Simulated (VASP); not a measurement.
# Si2Ni (fluorite type): single point with PBEsol

Crystal: Si2Ni (fluorite type).

```xyz
3
Lattice="0.0000 2.5824 2.5824 2.5824 0.0000 2.5824 2.5824 2.5824 0.0000" Properties=species:S:1:pos:R:3 pbc="T T T"
Ni    0.0000    0.0000    0.0000
Si    1.2912    1.2912    1.2912
Si    3.8736    3.8736    3.8736
```

This cell differs from its parent crystal: volume scaled by 0.88.

```
Program             : VASP 6.6.1
Task                : single point
Functional          : PBEsol
Potentials or basis : VASP PAW PBE potentials, release 64 (Ni, Si)
Cutoff              : 520 eV
k mesh              : 11 × 11 × 11
Occupations         : fermi-dirac, width 0.05 eV
Spin                : no spin polarisation
```

```yaml
Pressure: 27.6 GPa
Band_gap_on_the_k_mesh: zero (band 9 reaches 14.42 eV, above the bottom of band 10 at 12.31 eV)
```

Levels at points of the mesh, in eV from the Fermi level:
```
           k point  band 7  band 8  band 9  band 10  band 11  band 12
(0.00, 0.00, 0.00)    0.72    1.74    1.74     1.74     1.80     1.80
```

Run time: 57 s on 1 thread of Intel Xeon 8259CL, with other jobs on the host, peak memory 0.17 GiB.

Caveat: the PAW data sets were made with another functional, which shifts forces and pressure a little. Spin polarisation is off, so any magnetic state and its effect on volume and gap are missing.
